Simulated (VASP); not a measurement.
# Li (Im-3m) in VASP: settings compared, part 2 of 2

VASP 6.6.1. The steps go on from the part before.

### 3 Single point, r2SCAN+D4

This run uses another cell than the first one, of 21.61 Å³/atom, 1.042 times its volume.

POSCAR reads:

```
Li
1.0
   -1.7546500000      1.7546500000      1.7546500000
    1.7546500000     -1.7546500000      1.7546500000
    1.7546500000      1.7546500000     -1.7546500000
Li
1
Direct
    0.0000000000      0.0000000000      0.0000000000
```

INCAR.step1 reads:

```
SYSTEM = Li
PREC = Accurate
ENCUT = 520
ISMEAR = -1
SIGMA = 0.05
LREAL = .FALSE.
LASPH = .TRUE.
NELM = 100
NBANDS = 8
GGA = PE
ALGO = Normal
EDIFF = 1E-4
LWAVE = .TRUE.
LCHARG = .FALSE.
```

INCAR.step2 reads:

```
SYSTEM = Li
PREC = Accurate
ENCUT = 520
EDIFF = 1E-7
ISMEAR = -1
SIGMA = 0.05
LREAL = .FALSE.
LASPH = .TRUE.
NELM = 100
ALGO = Normal
ISIF = 2
LWAVE = .FALSE.
LCHARG = .TRUE.
METAGGA = R2SCAN
LMIXTAU = .TRUE.
IVDW = 13
VDW_S6 = 1.0
VDW_S8 = 0.6018749
VDW_A1 = 0.51559235
VDW_A2 = 5.77342911
LELF = .TRUE.
LVHAR = .TRUE.
NBANDS = 8
ISTART = 1
```

KPOINTS reads:

```
Automatic mesh
0
G
  11 11 11
  0 0 0
```

Potentials or basis: VASP PAW PBE potentials, release 64 (Li_sv).

The run is started by

```bash
$ cat potpaw_PBE.64/Li_sv/POTCAR > POTCAR
$ cp INCAR.step1 INCAR
$ mpirun -np 1 vasp_std > vasp.out
$ cp INCAR.step2 INCAR
$ mpirun -np 1 vasp_std > vasp.out
```

Wall time 3.1 min (1 thread of AMD EPYC 7R13, shared host); peak memory 0.1 GiB.

The run converged. Its results:

| Quantity | Value |
| --- | --- |
| Free energy | -2.3932 eV |
| Dispersion energy per atom | -0.007 eV |

Levels at points of the mesh, in eV from the Fermi level:
```
           k point  band 1  band 2  band 3  band 4
(0.00, 0.00, 0.00)  -48.26   -3.78   15.61   15.61
```

Caveat: the cutoff is under 1.25 times the usual one of these potentials, so pressure, stress and relaxed cells hold a basis-set (Pulay) error; the PAW data sets were made with another functional, which shifts forces and pressure a little; pairwise dispersion overbinds metals, which lowers pressure and volume.

### 4 Single point, r2SCAN+D4

This run uses another cell than the first one, of 22.04 Å³/atom, 1.062 times its volume.

POSCAR reads:

```
Li
1.0
   -1.7662705373      1.7662705373      1.7662705373
    1.7662705373     -1.7662705373      1.7662705373
    1.7662705373      1.7662705373     -1.7662705373
Li
1
Direct
    0.0000000000      0.0000000000      0.0000000000
```

INCAR.step1 reads:

```
  PREC = Accurate
  ENCUT = 520
  ISMEAR = -1
  SIGMA = 0.05
  LREAL = False
  LASPH = True
  NELM = 60
  NBANDS = 8
  GGA = PE
  ALGO = Normal
  EDIFF = 1E-4
  LWAVE = True
  LCHARG = False
```

INCAR.step2 reads:

```
  PREC = Accurate
  ENCUT = 520
  EDIFF = 1E-6
  ISMEAR = -1
  SIGMA = 0.05
  LREAL = False
  LASPH = True
  NELM = 60
  ALGO = Normal
  ISIF = 2
  LWAVE = False
  LCHARG = False
  METAGGA = R2SCAN
  LMIXTAU = True
  IVDW = 13
  VDW_S6 = 1.0
  VDW_S8 = 0.6018749
  VDW_A1 = 0.51559235
  VDW_A2 = 5.77342911
  NBANDS = 8
  ISTART = 1
```

KPOINTS reads:

```
regular mesh
0
Gamma
  11 11 11
```

The run is started by

```bash
$ cat potpaw_PBE.64/Li_sv/POTCAR > POTCAR
$ cp INCAR.step1 INCAR
$ mpirun -np 1 vasp_std > vasp.out
$ cp INCAR.step2 INCAR
$ mpirun -np 1 vasp_std > vasp.out
```

It took 1.8 min on 1 thread of AMD EPYC 7R13, shared host; peak memory 0.1 GiB.

Results (log left out):

```
Free energy                : -2.3926 eV
Dispersion energy per atom : -0.007 eV
```

Levels at points of the mesh, in eV from the Fermi level:
| k point | band 1 | band 2 | band 3 | band 4 | band 5 | band 6 |
| --- | --- | --- | --- | --- | --- | --- |
| (0.00, 0.00, 0.00) | -48.30 | -3.75 | 15.40 | 15.40 | 15.40 | 19.45 |

Caveat: the cutoff is under 1.25 times the usual one of these potentials, so pressure, stress and relaxed cells hold a basis-set (Pulay) error; the PAW data sets were made with another functional, which shifts forces and pressure a little; pairwise dispersion overbinds metals, which lowers pressure and volume.

### 5 Single point, r2SCAN+D4

This run uses another cell than the first one, of 22.47 Å³/atom, 1.083 times its volume.

POSCAR reads:

```
Li
1.0
   -1.7777401479      1.7777401479      1.7777401479
    1.7777401479     -1.7777401479      1.7777401479
    1.7777401479      1.7777401479     -1.7777401479
Li
1
Direct
    0.0000000000      0.0000000000      0.0000000000
```

INCAR.step1 reads:

```
PREC     = Accurate       # precision mode
ENCUT    = 520            # plane-wave cutoff, eV
ISMEAR   = -1             # smearing method
SIGMA    = 0.05           # smearing width, eV
LREAL    = F              # projectors in reciprocal space
LASPH    = T              # aspherical terms in the spheres
NELM     = 100            # most SCF steps
NBANDS   = 8              # bands
GGA      = PE             # functional
ALGO     = Normal         # electronic algorithm
EDIFF    = 1E-4           # SCF threshold, eV
LWAVE    = T              # write WAVECAR
LCHARG   = F              # write CHGCAR
```

INCAR.step2 reads:

```
PREC     = Accurate       # precision mode
ENCUT    = 520            # plane-wave cutoff, eV
EDIFF    = 1E-6           # SCF threshold, eV
ISMEAR   = -1             # smearing method
SIGMA    = 0.05           # smearing width, eV
LREAL    = F              # projectors in reciprocal space
LASPH    = T              # aspherical terms in the spheres
NELM     = 100            # most SCF steps
ALGO     = Normal         # electronic algorithm
ISIF     = 2              # what is computed and relaxed
LWAVE    = F              # write WAVECAR
LCHARG   = T              # write CHGCAR
METAGGA  = R2SCAN         # meta-GGA
LMIXTAU  = T            
IVDW     = 13             # dispersion correction
VDW_S6   = 1.0          
VDW_S8   = 0.6018749    
VDW_A1   = 0.51559235   
VDW_A2   = 5.77342911   
LELF     = T              # ELF
LVHAR    = T            
NBANDS   = 8              # bands
ISTART   = 1
```

KPOINTS is that of step 4.

The run is started by

```bash
$ cat potpaw_PBE.64/Li_sv/POTCAR > POTCAR
$ cp INCAR.step1 INCAR
$ mpirun -np 1 vasp_std > vasp.out
$ cp INCAR.step2 INCAR
$ mpirun -np 1 vasp_std > vasp.out
```

Run time: 2.2 min. Hardware: 1 thread of AMD EPYC 7R13, shared host; peak memory 0.11 GiB.

The run converged. Its results:

```yaml
Free_energy: -2.3912 eV
Dispersion_energy_per_atom: -0.006 eV
```

Levels at points of the mesh, in eV from the Fermi level:
```tsv
k point	band 1	band 2	band 3	band 4
(0.00, 0.00, 0.00)	-48.36	-3.72	15.20	15.20
```

Caveat: the cutoff is under 1.25 times the usual one of these potentials, so pressure, stress and relaxed cells hold a basis-set (Pulay) error; the PAW data sets were made with another functional, which shifts forces and pressure a little; pairwise dispersion overbinds metals, which lowers pressure and volume.

### 6 Single point, r2SCAN+D4

This run uses another cell than the first one, of 22.91 Å³/atom, 1.104 times its volume.

POSCAR reads:

```
Li
1.0
   -1.7890636389      1.7890636389      1.7890636389
    1.7890636389     -1.7890636389      1.7890636389
    1.7890636389      1.7890636389     -1.7890636389
Li
1
Direct
    0.0000000000      0.0000000000      0.0000000000
```

INCAR.step1 reads:

```
SYSTEM = Li
PREC     = Accurate       ! precision mode
ENCUT    = 520            ! plane-wave cutoff, eV
ISMEAR   = -1             ! smearing method
SIGMA    = 0.05           ! smearing width, eV
LREAL    = .False.        ! projectors in reciprocal space
LASPH    = .True.         ! aspherical terms in the spheres
NELM     = 60             ! most SCF steps
NBANDS   = 8              ! bands
GGA      = PE             ! functional
ALGO     = Normal         ! electronic algorithm
EDIFF    = 1E-4           ! SCF threshold, eV
LWAVE    = .True.         ! write WAVECAR
LCHARG   = .False.        ! write CHGCAR
```

INCAR.step2 reads:

```
SYSTEM = Li
PREC     = Accurate       ! precision mode
ENCUT    = 520            ! plane-wave cutoff, eV
EDIFF    = 1E-6           ! SCF threshold, eV
ISMEAR   = -1             ! smearing method
SIGMA    = 0.05           ! smearing width, eV
LREAL    = .False.        ! projectors in reciprocal space
LASPH    = .True.         ! aspherical terms in the spheres
NELM     = 60             ! most SCF steps
ALGO     = Normal         ! electronic algorithm
ISIF     = 2              ! what is computed and relaxed
LWAVE    = .False.        ! write WAVECAR
LCHARG   = .True.         ! write CHGCAR
METAGGA  = R2SCAN         ! meta-GGA
LMIXTAU  = .True.       
IVDW     = 13             ! dispersion correction
VDW_S6   = 1.0          
VDW_S8   = 0.6018749    
VDW_A1   = 0.51559235   
VDW_A2   = 5.77342911   
LELF     = .True.         ! ELF
LVHAR    = .True.       
NBANDS   = 8              ! bands
ISTART   = 1
```

KPOINTS reads:

```
Automatic mesh
0
Gamma
  11 11 11
  0 0 0
```

Potentials or basis: VASP PAW PBE potentials, release 64 (Li_sv).

The run is started by

```bash
$ cat potpaw_PBE.64/Li_sv/POTCAR > POTCAR
$ cp INCAR.step1 INCAR
$ mpirun -np 1 vasp_std > vasp.out
$ cp INCAR.step2 INCAR
$ mpirun -np 1 vasp_std > vasp.out
```

Wall time 2 min (1 thread of AMD EPYC 7R13, shared host); peak memory 0.1 GiB.

It converged, with:

- Free energy: -2.3891 eV
- Dispersion energy per atom: -0.006 eV

Levels at points of the mesh, in eV from the Fermi level:
| k point | band 1 | band 2 | band 3 | band 4 | band 5 | band 6 |
| --- | --- | --- | --- | --- | --- | --- |
| (0.00, 0.00, 0.00) | -48.39 | -3.69 | 15.00 | 15.00 | 15.00 | 18.99 |

Caveat: the cutoff is under 1.25 times the usual one of these potentials, so pressure, stress and relaxed cells hold a basis-set (Pulay) error; the PAW data sets were made with another functional, which shifts forces and pressure a little; pairwise dispersion overbinds metals, which lowers pressure and volume.

### 7 Overview

```csv
level,cell,gap on the mesh (eV)
revPBE+D3(BJ),"a = 2.998 Å, angles 109.5°, 1 atom",none
r2SCAN+D4,"a = 3.039 Å, angles 109.5°, 1 atom",none
r2SCAN+D4,"a = 3.059 Å, angles 109.5°, 1 atom",none
r2SCAN+D4,"a = 3.079 Å, angles 109.5°, 1 atom",none
r2SCAN+D4,"a = 3.099 Å, angles 109.5°, 1 atom",none
```

Alike in all rows: task single point; potentials or basis VASP PAW PBE potentials, release 64 (Li_sv); no spin polarisation; k mesh 11 × 11 × 11; cutoff (eV) 520; smearing fermi-dirac 0.05 eV.

Caveats: the cutoff is under 1.25 times the usual one of these potentials, so pressure, stress and relaxed cells hold a basis-set (Pulay) error; the PAW data sets were made with another functional, which shifts forces and pressure a little; pairwise dispersion overbinds metals, which lowers pressure and volume.

Absolute energies hang on the potentials; compare differences alone.
